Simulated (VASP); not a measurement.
# Ag (Pm-3m) in VASP: further runs

The runs below take Ag through single point, relaxation of cell and atoms, with PBE.

All numbers are computed with VASP 6.6.1; they aren't measurements. Logs are shortened: lines on timing, memory, paths and dates and some standing lists are left out, and cuts for length are marked.

## 1. The cell of the first run

The structure is cubic, space group Pm-3m (No. 221). The conventional cell has a = 2.546 Å, b = 2.546 Å, c = 2.546 Å, α = 90.00°, β = 90.00°, γ = 90.00°. Within 3.4 Å of Ag (site symmetry m-3m) lie 6 Ag at 2.55 Å.

## 2. Single point, PBE

INCAR

```
PREC = Accurate
ENCUT = 520
EDIFF = 1E-6
ISMEAR = 0
SIGMA = 0.05
LREAL = F
LASPH = T
NELM = 100
ALGO = Normal
ISIF = 2
LWAVE = F
LCHARG = F
GGA = PE
NBANDS = 12
```

KPOINTS

```
Automatic mesh
0
Gamma
  9 9 9
```

POSCAR

```
Ag
1.0
    2.5456512290      0.0000000000      0.0000000000
    0.0000000000      2.5456512290      0.0000000000
    0.0000000000      0.0000000000      2.5456512290
Ag
1
Direct
    0.0000000000      0.0000000000      0.0000000000
```

Potentials or basis: VASP PAW PBE potentials, release 64 (Ag).

Launch:

```
$ cat potpaw_PBE.64/Ag/POTCAR > POTCAR
$ mpirun -np 1 vasp_std > vasp.out
```

OUTCAR:

```text
PREC = Accurate
   ENCUT = 520
   EDIFF = 1E-6
   ISMEAR = 0
   LREAL = F
   LASPH = T
   NELM = 100
   ISIF = 2
   GGA = PE

 ion  position               nearest neighbor table
   1  0.000  0.000  0.000-

  LATTYP: Found a simple cubic cell.
 ALAT       =     2.5456512290

  Lattice vectors:

 A1 = (   2.5456512290,   0.0000000000,   0.0000000000)
 A2 = (   0.0000000000,   2.5456512290,   0.0000000000)
 A3 = (   0.0000000000,   0.0000000000,   2.5456512290)

Analysis of symmetry for initial positions (statically):
=====================================================================
 Subroutine PRICEL returns:
 Original cell was already a primitive cell.

 Routine SETGRP: Setting up the symmetry group for a
 simple cubic supercell.

 Subroutine GETGRP returns: Found 48 space group operations
 (whereof 48 operations were pure point group operations)
 out of a pool of 48 trial point group operations.

The static configuration has the point symmetry O_h .

Analysis of symmetry for dynamics (positions and initial velocities):
=====================================================================
 Subroutine PRICEL returns:
 Original cell was already a primitive cell.

 Routine SETGRP: Setting up the symmetry group for a
 simple cubic supercell.

 Subroutine GETGRP returns: Found 48 space group operations
 (whereof 48 operations were pure point group operations)
 out of a pool of 48 trial point group operations.

The dynamic configuration has the point symmetry O_h .

 Subroutine INISYM returns: Found 48 space group operations
 (whereof 48 operations are pure point group operations),
 and found     1 'primitive' translations

----------------------------------------------------------------------------------------

                                     Primitive cell

  volume of cell :      16.4967

  direct lattice vectors                    reciprocal lattice vectors
     2.545651229  0.000000000  0.000000000     0.392826790  0.000000000  0.000000000
     0.000000000  2.545651229  0.000000000     0.000000000  0.392826790  0.000000000
     0.000000000  0.000000000  2.545651229     0.000000000  0.000000000  0.392826790

  length of vectors
     2.545651229  2.545651229  2.545651229     0.392826790  0.392826790  0.392826790

  position of ions in fractional coordinates (direct lattice)
     0.000000000  0.000000000  0.000000000

  ion indices of the primitive-cell ions
   primitive index   ion index
                 1           1

----------------------------------------------------------------------------------------

 KPOINTS: Automatic mesh

Automatic generation of k-mesh.
 Grid dimensions read from file:
 generate k-points for:    9    9    9

 Generating k-lattice:

  Cartesian coordinates                     Fractional coordinates (reciprocal lattice)
     0.043647421  0.000000000  0.000000000     0.111111111  0.000000000  0.000000000
     0.000000000  0.043647421  0.000000000     0.000000000  0.111111111  0.000000000
     0.000000000  0.000000000  0.043647421     0.000000000  0.000000000  0.111111111

  Length of vectors
     0.043647421  0.043647421  0.043647421

  Shift w.r.t. Gamma in fractional coordinates (k-lattice)
     0.000000000  0.000000000  0.000000000

 Subroutine IBZKPT returns following result:
 ===========================================

 Found     35 irreducible k-points:

 Following reciprocal coordinates:
            Coordinates               Weight
  0.000000  0.000000  0.000000      1.000000
  0.111111  0.000000  0.000000      6.000000
  0.222222  0.000000  0.000000      6.000000
  0.333333  0.000000  0.000000      6.000000
  0.444444  0.000000  0.000000      6.000000
  0.111111  0.111111  0.000000     12.000000
[... 16 lines left out ...]
  0.333333  0.333333  0.111111     24.000000
  0.444444  0.333333  0.111111     48.000000
 [... further k-points ...]
   k-points           NKPTS =     35   k-points in BZ     NKDIM =     35   number of bands    NBANDS=     12
   number of dos      NEDOS =    301   number of ions     NIONS =      1
   total plane-waves  NPLWV =   8000
   dimension x,y,z NGX =    20 NGY =   20 NGZ =   20
   dimension x,y,z NGXF=    40 NGYF=   40 NGZF=   40
   ions per type =               1
   NGX,Y,Z   is equivalent  to a cutoff of  13.06, 13.06, 13.06 a.u.
   NGXF,Y,Z  is equivalent  to a cutoff of  26.12, 26.12, 26.12 a.u.
 SYSTEM =  unknown system
   PREC   = accura    normal or accurate (medium, high low for compatibility)
   ISTART =      0    job   : 0-new  1-cont  2-samecut
   ICHARG =      2    charge: 1-file 2-atom 10-const
   ISPIN  =      1    spin polarized calculation?
   LNONCOLLINEAR =      F non collinear calculations
   LSORBIT =      F    spin-orbit coupling
   LASPH  =      T    aspherical Exc in radial PAW
   ENCUT  =  520.0 eV  38.22 Ry    6.18 a.u.   4.73  4.73  4.73*2*pi/ulx,y,z
   NELM   =    100;   NELMIN=  2; NELMDL= -5     # of ELM steps
   EDIFF  = 0.1E-05   stopping-criterion for ELM
   LREAL  =      F    real-space projection
   EDIFFG = 0.1E-04   stopping-criterion for IOM
   NSW    =      0    number of steps for IOM
   IBRION =     -1    ionic relax: 0-MD 1-quasi-New 2-CG
   NFREE  =      0    steps in history (QN), initial steepest desc. (CG)
   ISIF   =      2    stress and relaxation
   ISYM   =      2    0-nonsym 1-usesym 2-fastsym
   POTIM  = 0.5000    time-step for ionic-motion
   TEBEG  =    0.0;   TEEND  =   0.0 temperature during run
   PSTRESS=    0.0 pullay stress
   NELECT =      11.0000    total number of electrons
   NUPDOWN=      -1.0000    fix difference up-down
   EMIN   =  10.00;   EMAX   =-10.00  energy-range for DOS
   EFERMI =   0.00;   METHOD = LEGACY
   ISMEAR =     0;   SIGMA  =   0.05  broadening in eV -4-tet -1-fermi 0-gaus
   EFERMI_NEDOS =   21; number of points for ismear=-14 and -15
   IALGO  =     38    algorithm
   IMIX   =      4    mixing-type and parameters
     AMIX     =   0.40;   BMIX     =  1.00
     AMIX_MAG =   1.60;   BMIX_MAG =  1.00
  volume/ion in A,a.u.               =      16.50       111.33
  Fermi-wavevector in a.u.,A,eV,Ry     =   1.430233  2.702749 27.831625  2.045567
  Thomas-Fermi vector in A             =   2.550101
   LORBIT       =      0    0 simple, 1 ext, 2 COOP (PROOUT), +10 PAW based schemes
   GGA     = PE    functional components
   LHFCALC =     F    Hartree Fock is set to
   AEXX    =    0.0000 exact exchange contribution
   IVDW    =     0    specifies the selected vdW correction
   LEPSILON=     F    determine dielectric tensor
   LRPA    =     F    only Hartree local field effects (RPA)
 non-spin polarized calculation
 Gauss-broadening in eV      SIGMA  =   0.05
  energy-cutoff  :      520.00
  volume of cell :       16.50
 maximum number of plane-waves:       461
 NGX is ok and might be reduce to    20
   NGX =  9   NGY =  9   NGZ =  9

 number of electron      10.9999994 magnetization

 Free energy of the ion-electron system (eV)
  ---------------------------------------------------
  ext. energy  EPLUGINS =         0.00000000
  ---------------------------------------------------
  free energy    TOTEN  =        -2.08540692 eV

  energy without entropy =       -2.08529023  energy(sigma->0) =       -2.08534858

 E-fermi :   8.5926     XC(G=0): -12.3063

 val. band max:        8.5205394418   @ k =   0.3333   0.3333   0.1111
 cond. band min:       9.0676658276   @ k =   0.4444   0.2222   0.0000
 fundamental gap:      0.5471263858
 Fermi energy:         8.5925527265

 k-point     1 :       0.0000    0.0000    0.0000
  band No.  band energies     occupation
      1       0.9795      2.00000
      2       1.8240      2.00000
      3       1.8240      2.00000
      4       6.0757      2.00000
      5       6.0757      2.00000
      6       6.0757      2.00000
      7      24.4929      0.00000
      8      24.4929      0.00000
      9      24.4929      0.00000
     10      30.7670      0.00000
     11      30.7670      0.00000
     12      31.2976      0.00000

 k-point     2 :       0.1111    0.0000    0.0000
  band No.  band energies     occupation
      1       1.2812      2.00000
      2       1.8730      2.00000
      3       2.1004      2.00000
      4       5.8885      2.00000
      5       5.8885      2.00000
      6       6.0910      2.00000
      7      22.1177      0.00000
      8      25.0149      0.00000
      9      25.0149      0.00000
     10      30.1534      0.00000
     11      30.9949      0.00000
     12      33.8599      0.00000

 k-point     3 :       0.2222    0.0000    0.0000
  band No.  band energies     occupation
      1       1.8339      2.00000
      2       1.9994      2.00000
      3       3.1810      2.00000
      4       5.4413      2.00000
      5       5.4413      2.00000
      6       6.1301      2.00000
      7      18.4112      0.00000
      8      26.4371      0.00000
      9      26.4371      0.00000
     10      28.8108      0.00000
     11      30.8113      0.00000
     12      38.8035      0.00000
[... 286 lines left out ...]
 k-point    23 :       0.3333    0.3333    0.1111
  band No.  band energies     occupation
      1       2.6783      2.00000
      2       3.0366      2.00000
      3       4.7153      2.00000
      4       4.7246      2.00000
      5       5.2983      2.00000
      6       8.5205      1.95833
      7      16.4564      0.00000
      8      19.6318      0.00000
      9      25.8743      0.00000
     10      27.5048      0.00000
     11      32.9700      0.00000
     12      34.9694      0.00000

 k-point    24 :       0.4444    0.3333    0.1111
  band No.  band energies     occupation
      1       2.3352      2.00000
      2       3.1778      2.00000
      3       4.4822      2.00000
      4       4.8068      2.00000
      5       5.8364      2.00000
      6      10.8674      0.00000
      7      13.8646      0.00000
      8      20.7510      0.00000
      9      23.0631      0.00000
     10      28.6298      0.00000
     11      31.6446      0.00000
     12      33.9134      0.00000

 [... further k-points ...]
[... 5 lines left out ...]
  --------------------------------------------------------------------------------------
  -------------------------------------------------------------------------------------
  Total        3.0424976      3.0424976      3.0424976     -0.0000000     -0.0000000      0.0000000
  in kB      295.4909087    295.4909087    295.4909087     -0.0000000     -0.0000000      0.0000000
  external PRESSURE =     295.4909087 kB  Pullay stress =       0.0000000 kB

 VOLUME and BASIS-vectors are now :
 -----------------------------------------------------------------------------
  energy-cutoff  :      520.00
  volume of cell :       16.50
      direct lattice vectors                 reciprocal lattice vectors
     2.545651229  0.000000000  0.000000000     0.392826790  0.000000000  0.000000000
     0.000000000  2.545651229  0.000000000     0.000000000  0.392826790  0.000000000
     0.000000000  0.000000000  2.545651229     0.000000000  0.000000000  0.392826790

 POSITION                                       TOTAL-FORCE (eV/Angst)
 -----------------------------------------------------------------------------------
      0.00000      0.00000      0.00000         0.000000      0.000000      0.000000
 -----------------------------------------------------------------------------------
    total drift:                                0.000000      0.000000      0.000000

  FREE ENERGIE OF THE ION-ELECTRON SYSTEM (eV)
  ---------------------------------------------------
  free  energy   TOTEN  =        -2.0854069191 eV

  energy  without entropy=       -2.0852902345  energy(sigma->0) =       -2.08534858
```

It took 4.9 s on 1 thread of Intel Xeon Platinum 8488C (Sapphire Rapids), shared host; peak memory 0.12 GiB.

What came out:

| Property | Result |
| --- | --- |
| Free energy | -2.0854 eV |
| Pressure | 29.5 GPa |

Levels at points of the mesh, in eV from the Fermi level:
```tsv
k point	band 2	band 3	band 4	band 5	band 6	band 7	band 8	band 9	band 10	band 11
(0.00, 0.00, 0.00)	-6.77	-6.77	-2.52	-2.52	-2.52	15.90	15.90	15.90	22.17	22.17
```

(Continued in part 2 of 2.)
